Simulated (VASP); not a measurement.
# NaCl (Pm-3m) in VASP: notebook, part 2 of 2

VASP 6.6.1.

## 4. Single point, PBE-based screened hybrid with 40 % exact exchange

File POSCAR:

```
NaCl
1.0
    3.5021900000      0.0000000000      0.0000000000
    0.0000000000      3.5021900000      0.0000000000
    0.0000000000      0.0000000000      3.5021900000
Cl Na
1 1
Direct
    0.5000000000      0.5000000000      0.5000000000
    0.0000000000      0.0000000000      0.0000000000
```

File INCAR.step1:

```
  PREC = Accurate
  ENCUT = 520
  EDIFF = 1E-5
  ISMEAR = -1
  SIGMA = 0.05
  LREAL = False
  LASPH = True
  NELM = 100
  ALGO = Normal
  ISIF = 2
  LWAVE = True
  LCHARG = False
  GGA = PE
  NBANDS = 14
```

File INCAR.step2:

```
  PREC = Accurate
  ENCUT = 520
  EDIFF = 1E-6
  ISMEAR = -1
  SIGMA = 0.05
  LREAL = False
  LASPH = True
  NELM = 100
  ALGO = Normal
  ISIF = 2
  LWAVE = False
  LCHARG = False
  GGA = PE
  LHFCALC = True
  AEXX = 0.4
  HFSCREEN = 0.2
  PRECFOCK = Normal
  ISTART = 1
  NBANDS = 14
```

File KPOINTS:

```
regular mesh
0
Gamma
  4 4 4
```

Potentials or basis: VASP PAW PBE potentials, release 64 (Cl, Na_pv).

Run with:

```console
> cat potpaw_PBE.64/Cl/POTCAR potpaw_PBE.64/Na_pv/POTCAR > POTCAR
> cp INCAR.step1 INCAR
> mpirun -np 1 vasp_std > vasp.out
> cp INCAR.step2 INCAR
> mpirun -np 1 vasp_std > vasp.out
```

OUTCAR:

```text
PREC = Accurate
   ENCUT = 520
   EDIFF = 1E-6
   ISMEAR = -1
   LREAL = False
   LASPH = True
   NELM = 100
   ISIF = 2
   GGA = PE
   LHFCALC = True
   AEXX = 0.4
   HFSCREEN = 0.2
   PRECFOCK = Normal
   ISTART = 1

 ion  position               nearest neighbor table
   1  0.500  0.500  0.500-
   2  0.000  0.000  0.000-

  LATTYP: Found a simple cubic cell.
 ALAT       =     3.5021900000
[... 347 lines left out ...]
     12      17.6750      0.00000
     13      17.6750      0.00000
     14      17.6750      0.00000

------------------------ aborting loop because EDIFF is reached ----------------------------------------

  FORCE on cell =-STRESS in cart. coord.  units (eV):
  Direction    XX          YY          ZZ          XY          YZ          ZX
  --------------------------------------------------------------------------------------
  -------------------------------------------------------------------------------------
  Total       -0.1852949     -0.1852949     -0.1852949     -0.0000000     -0.0000000     -0.0000000
  in kB       -6.9112219     -6.9112219     -6.9112219     -0.0000000     -0.0000000     -0.0000000
  external PRESSURE =      -6.9112219 kB  Pullay stress =       0.0000000 kB

 VOLUME and BASIS-vectors are now :
 -----------------------------------------------------------------------------
  energy-cutoff  :      520.00
  volume of cell :       42.96
      direct lattice vectors                 reciprocal lattice vectors
     3.502190000  0.000000000  0.000000000     0.285535622  0.000000000  0.000000000
     0.000000000  3.502190000  0.000000000     0.000000000  0.285535622  0.000000000
     0.000000000  0.000000000  3.502190000     0.000000000  0.000000000  0.285535622

 POSITION                                       TOTAL-FORCE (eV/Angst)
 -----------------------------------------------------------------------------------
      1.75110      1.75110      1.75110         0.000000      0.000000      0.000000
      0.00000      0.00000      0.00000         0.000000      0.000000      0.000000
 -----------------------------------------------------------------------------------
    total drift:                                0.000000      0.000000      0.000001

  FREE ENERGIE OF THE ION-ELECTRON SYSTEM (eV)
  ---------------------------------------------------
  free  energy   TOTEN  =        -8.2516537745 eV

  energy  without entropy=       -8.2516537745  energy(sigma->0) =       -8.25165377
```

OUTCAR.step1:

```text
PREC = Accurate
   ENCUT = 520
   EDIFF = 1E-5
   ISMEAR = -1
   LREAL = False
[... 375 lines left out ...]
      1.75110      1.75110      1.75110         0.000000      0.000000      0.000000
      0.00000      0.00000      0.00000         0.000000      0.000000      0.000000
 -----------------------------------------------------------------------------------
    total drift:                               -0.000000      0.000000      0.000000

  FREE ENERGIE OF THE ION-ELECTRON SYSTEM (eV)
  ---------------------------------------------------
  free  energy   TOTEN  =        -6.4601268481 eV

  energy  without entropy=       -6.4601268481  energy(sigma->0) =       -6.46012685
```

OSZICAR.step1:

```text
N       E                     dE             d eps       ncg     rms          rms(c)
DAV:   1     0.977821055118E+02    0.97782E+02   -0.71656E+03   280   0.105E+03
DAV:   2     0.111247599196E+01   -0.96670E+02   -0.89441E+02   312   0.268E+02
DAV:   3    -0.659982458653E+01   -0.77123E+01   -0.76699E+01   358   0.697E+01
DAV:   4    -0.671781021292E+01   -0.11799E+00   -0.11795E+00   292   0.941E+00
DAV:   5    -0.672036384747E+01   -0.25536E-02   -0.25534E-02   388   0.137E+00    0.229E+00
DAV:   6    -0.649046635146E+01    0.22990E+00   -0.31325E-01   350   0.340E+00    0.164E+00
DAV:   7    -0.646009123654E+01    0.30375E-01   -0.92423E-02   404   0.182E+00    0.114E+00
DAV:   8    -0.646025573961E+01   -0.16450E-03   -0.10959E-02   280   0.944E-01    0.410E-01
DAV:   9    -0.646004652374E+01    0.20922E-03   -0.41344E-04   358   0.153E-01    0.195E-01
DAV:  10    -0.646012866425E+01   -0.82141E-04   -0.23405E-04   304   0.113E-01    0.265E-02
DAV:  11    -0.646012684808E+01    0.18162E-05   -0.87402E-06   340   0.266E-02
   1 F= -.64601268E+01 E0= -.64601268E+01  d E =-.204072E-10
```

Wall time 2.3 min (1 thread of Intel Xeon 8259CL, shared host); peak memory 0.22 GiB.

What came out:

```
Free energy            : -8.2517 eV
Pressure               : -0.7 GPa
Band gap on the k mesh : 6.14 eV (least direct gap 6.69 eV)
```

Caveat: the k points lie up to 0.45 Å⁻¹ apart; the PAW data sets were made with another functional, which shifts forces and pressure a little.

## 5. The runs side by side

```tsv
level	share of exact exchange	gap on the mesh (eV)	pressure (GPa)
PBE-based screened hybrid with 25 % exact exchange	0.25	5.31	-0.4
PBE-based screened hybrid with 30 % exact exchange	0.3	5.58	-0.5
PBE-based screened hybrid with 40 % exact exchange	0.4	6.14	-0.7
```

Alike in all rows: task single point; potentials or basis VASP PAW PBE potentials, release 64 (Cl, Na_pv); no spin polarisation; cell as given; k mesh 4 × 4 × 4; cutoff (eV) 520; smearing fermi-dirac 0.05 eV.

Caveats: all runs use coarse meshes; the PAW data sets were made with another functional, which shifts forces and pressure a little.

Total energies depend on the potentials used, so only differences within one code and one set of settings carry meaning.
